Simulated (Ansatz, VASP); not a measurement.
# Two plane-wave programs on K

INCAR

```
PREC = Accurate ; ENCUT = 600
EDIFF = 1E-6 ; ISMEAR = 0
SIGMA = 0.1 ; LREAL = False
LASPH = True ; NELM = 100
ALGO = Normal ; ISIF = 3
LWAVE = False ; LCHARG = False
GGA = PS ; IBRION = 2
NSW = 80 ; EDIFFG = -0.05
```

File KPOINTS:

```
regular mesh
0
Gamma
  6 6 6
```

The input POSCAR:

```
K
1.0
    1.8140535892      1.0473443280      8.8778048515
   -1.8140535892      1.0473443280      8.8778048515
    0.0000000000     -2.0946886561      8.8778048515
K
3
Direct
    0.0000000000      0.0000000000      0.0000000000
    0.7776871195      0.7776871195      0.7776871195
    0.2223128805      0.2223128805      0.2223128805
```

Input for Ansatz:

```yaml
crystal:
  lattice:
    - [1.8140535892, 1.047344328, 8.8778048515]
    - [-1.8140535892, 1.047344328, 8.8778048515]
    - [0.0, -2.0946886561, 8.8778048515]
  atoms:
    - { symbol: K, position: [0.0, 0.0, 0.0] }
    - { symbol: K, position: [0.7776871195, 0.7776871195, 0.7776871195] }
    - { symbol: K, position: [0.2223128805, 0.2223128805, 0.2223128805] }
basis:
  ecutwfc: 420
kpoints:
  mp_grid: { grid: [6, 6, 6] }
hamiltonian:
  xc: pbesol
scf:
  occupations: { method: gaussian, width: 0.1 }
output:
  forces: true
  stress: true
  eigenvalues: true
relax:
  adjacent_minimum: "off"
  f_tol: 0.05
  max_steps: 60
  cell: { stress_tol: 0.5 }
```

Alike in both runs: task relaxation of cell and atoms; functional PBEsol; k mesh 6 × 6 × 6; occupations gaussian, width 0.1 eV; no spin polarisation.

```csv
,VASP,Ansatz
version,VASP 6.6.1,Ansatz 0.2.0
potentials or method,"VASP PAW PBE potentials, release 64 (K_sv), cutoff 600 eV","scalar-relativistic, plane waves, PAW"
valence electrons in the cell,27,27
```

Ansatz gave:

- gap on the k mesh at the Fermi level, each at its own relaxed structure (eV): none
- relaxed volume (Å³/atom): 70.22
- relaxed cell length with the largest relative difference (Å): 11.568

Task: Which values does VASP return?

Result: gap on the k mesh at the Fermi level, each at its own relaxed structure (eV): none; relaxed volume (Å³/atom): 70.66; relaxed cell length with the largest relative difference (Å): 11.614.

VASP's potentials were made for PBE, not for PBEsol. A gap of «none» marks a metal or a gap that the smearing closes.

Noted on VASP's run: the volume moved by over 15 % at a fixed basis, so the end points are rough.
